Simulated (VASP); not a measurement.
Be2SbP3:

```xyz
6
Lattice="2.5123 -3.8615 0.0000 2.5123 3.8615 0.0000 0.0000 0.0000 5.9455" Properties=species:S:1:pos:R:3 pbc="T T T"
Be    2.5123    1.2281    0.0000
Be    2.5123   -1.2281    0.0000
Sb    0.0000    0.0000    2.9728
P     2.5123   -1.0663    2.9728
P     2.5123    1.0663    2.9728
P     0.0000    0.0000    0.0000
```

The cell was generated, and may not be a known phase.

```yaml
Program: VASP 6.6.1
Task: relaxation of cell and atoms
Functional: PBE
Potentials_or_basis: VASP PAW PBE potentials, release 64 (Be, Sb, P)
Cutoff: 600 eV
k_mesh: 4 × 4 × 4
Occupations: gaussian, width 0.1 eV
Spin: no spin polarisation
```

At the start: pressure -6.3 GPa; volume 19.23 Å³/atom.

Question: How do energy, volume and symmetry change on relaxing?

Answer: Over 18 steps the energy falls by 268.9 meV/atom and the volume is 16.33 Å³/atom (-15.1 %); space group Cmmm (No. 65, to 0.1 Å) before and after.

The path:
```
step  energy change (eV)  largest force (eV/Å)  pressure (GPa)  volume (Å³)
   1              0.0000                1.1396           -6.32       115.36
   2             -0.7847                0.9837           -3.22       103.04
   3             -1.2328                0.4887            5.98        90.51
   4             -1.3472                0.3444            7.75        89.87
   5             -1.4068                0.2823            6.18        90.18
   6             -1.5156                0.2557           -1.12        96.97
   7             -1.5184                0.2587           -0.21        95.99
   8             -1.5306                0.2509           -0.14        96.12
   9             -1.5429                0.2632            0.16        96.40
  10             -1.5538                0.2458           -0.11        96.73
  11             -1.5808                0.2137           -0.83        97.73
  12             -1.5996                0.1139           -1.77        99.73
  13             -1.6046                0.1139           -1.35        99.46
  14             -1.6073                0.1143           -0.77        99.10
  15             -1.6093                0.1012           -0.62        98.89
  16             -1.6130                0.0584           -0.14        98.27
  17             -1.6092                0.0404            0.88        97.02
  18             -1.6134                0.0365            0.10        97.96
```

Final structure:
```yaml
crystal:
  lattice:
    - [2.59348, -3.88065, 0.00000]
    - [2.59348, 3.88065, 0.00000]
    - [0.00000, 0.00000, 4.86674]
  atoms:
    - { symbol: Be, position: [0.29849, 0.70151, 0.00000] }
    - { symbol: Be, position: [0.70151, 0.29849, 0.00000] }
    - { symbol: Sb, position: [0.00000, 0.00000, 0.50000] }
    - { symbol: P, position: [0.65378, 0.34622, 0.50000] }
    - { symbol: P, position: [0.34622, 0.65378, 0.50000] }
    - { symbol: P, position: [0.00000, 0.00000, 0.00000] }
```

Caveat: the k points lie up to 0.36 Å⁻¹ apart in the final cell, too coarse for converged energies and pressures of a metal; the volume moved by over 15 % at a fixed basis, so the end points are rough.
